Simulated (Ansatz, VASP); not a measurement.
## C: VASP beside Ansatz

Contents of INCAR:

```
SYSTEM = C
PREC = Accurate
ENCUT = 600
EDIFF = 1E-6
ISMEAR = -1
SIGMA = 0.05
LREAL = .False.
LASPH = .True.
NELM = 120
ALGO = Normal
ISIF = 2
LWAVE = .False.
LCHARG = .False.
GGA = PS
NBANDS = 11
GGA_COMPAT = .False.
```

KPOINTS

```
Automatic mesh
0
Gamma
  11 11 11
  0 0 0
```

Contents of POSCAR:

```
C
1.0
    0.0000000000      1.7833700000      1.7477026000
    1.7833700000      0.0000000000      1.7477026000
    1.7833700000      1.7833700000      0.0000000000
C
2
Direct
    0.7500000000      0.7500000000      0.7500000000
    0.5000000000      0.5000000000      0.5000000000
```

Contents of input.yaml:

```yaml
crystal:
  lattice:
    - [0.0, 1.78337, 1.7477026]
    - [1.78337, 0.0, 1.7477026]
    - [1.78337, 1.78337, 0.0]
  atoms:
    - { symbol: C, position: [0.75, 0.75, 0.75] }
    - { symbol: C, position: [0.5, 0.5, 0.5] }
hamiltonian:
  xc: pbesol
  pseudopotentials: { kind: paw }
kpoints:
  mp_grid: { grid: [11, 11, 11] }
scf:
  occupations: { method: fermi_dirac, width: 0.05 }
output:
  forces: true
  stress: true
  eigenvalues: true
```

Alike in both runs: task single point; functional PBEsol; k mesh 11 × 11 × 11; occupations fermi-dirac, width 0.05 eV; no spin polarisation.

|  | VASP | Ansatz |
| --- | --- | --- |
| version | VASP 6.6.1 | Ansatz 0.2.0 |
| potentials or method | VASP PAW PBE potentials, release 64 (C) | Ansatz PAW |
| plane-wave cutoff (eV) | 600 | 420 |
| valence electrons in the cell | 8 | 8 |

VASP gave:

- gap on the k mesh at the Fermi level (eV): 3.53
- least direct gap on the mesh (eV): 5.23
- pressure (GPa): 4.7
- traceless stress, the component that is largest in VASP (GPa): 12.39

Question: What did Ansatz give for the same quantities?

Answer: gap on the k mesh at the Fermi level (eV): 3.53; least direct gap on the mesh (eV): 5.23; pressure (GPa): 4.3; traceless stress, the component that is largest in VASP (GPa): 12.39.

VASP's potentials were made for PBE, not for PBEsol. With one functional, cell and mesh, what is left measures potentials, basis and numerics.

Noted on Ansatz's run: Pulay correction over one GPa; odd divisions of the mesh miss points on the zone boundary, where band edges often lie, so the gap on the mesh can be too wide.
